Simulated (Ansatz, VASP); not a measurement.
## Two plane-wave programs on ZrS2

Contents of INCAR:

```
PREC = Accurate
ENCUT = 500
EDIFF = 1E-6
ISMEAR = 0
SIGMA = 0.01
LREAL = False
LASPH = True
NELM = 120
ALGO = Normal
ISIF = 2
LWAVE = False
LCHARG = False
GGA = PE
NBANDS = 19
GGA_COMPAT = False
```

KPOINTS

```
regular mesh
0
Gamma
  3 3 2
```

Contents of POSCAR:

```
ZrS2
1.0
    3.6913830000      0.0000000000      0.0000000000
   -1.8456910000      3.1968310000      0.0000000000
    0.0000000000      0.0000000000      6.0410770000
Zr S
1 2
Direct
    0.0000000000      0.0000000000      0.0000000000
    0.6666666667      0.3333333333      0.7620900000
    0.3333333333      0.6666666667      0.2379100000
```

Input for Ansatz:

```yaml
crystal:
  lattice:
    - [3.691383, 0.0, 0.0]
    - [-1.845691, 3.196831, 0.0]
    - [0.0, 0.0, 6.041077]
  atoms:
    - { symbol: Zr, position: [0.0, 0.0, 0.0] }
    - { symbol: S, position: [0.6666666666666666, 0.3333333333333333, 0.76209] }
    - { symbol: S, position: [0.3333333333333333, 0.6666666666666666, 0.23791] }
basis:
  ecutwfc: 450.0
kpoints:
  mp_grid:
    grid: [3, 3, 2]
hamiltonian:
  xc: pbe
scf:
  occupations:
    method: fixed
output:
  eigenvalues: true
```

Alike in both runs: task single point; functional PBE; k mesh 3 × 3 × 2; no spin polarisation.

|  | VASP | Ansatz |
| --- | --- | --- |
| version | VASP 6.6.1 | Ansatz 0.2.0 |
| potentials or method | VASP PAW PBE potentials, release 64 (Zr_sv, S), cutoff 500 eV | plane waves, PAW |
| occupations | gaussian, width 0.01 eV | fixed |
| valence electrons in the cell | 24 | 24 |

|  | VASP | Ansatz | Ansatz less VASP |
| --- | --- | --- | --- |
| gap on the k mesh at the Fermi level (eV) | 1.23 | 1.23 | -0.001 |

The k mesh is coarse, so the values compare programs but aren't converged.
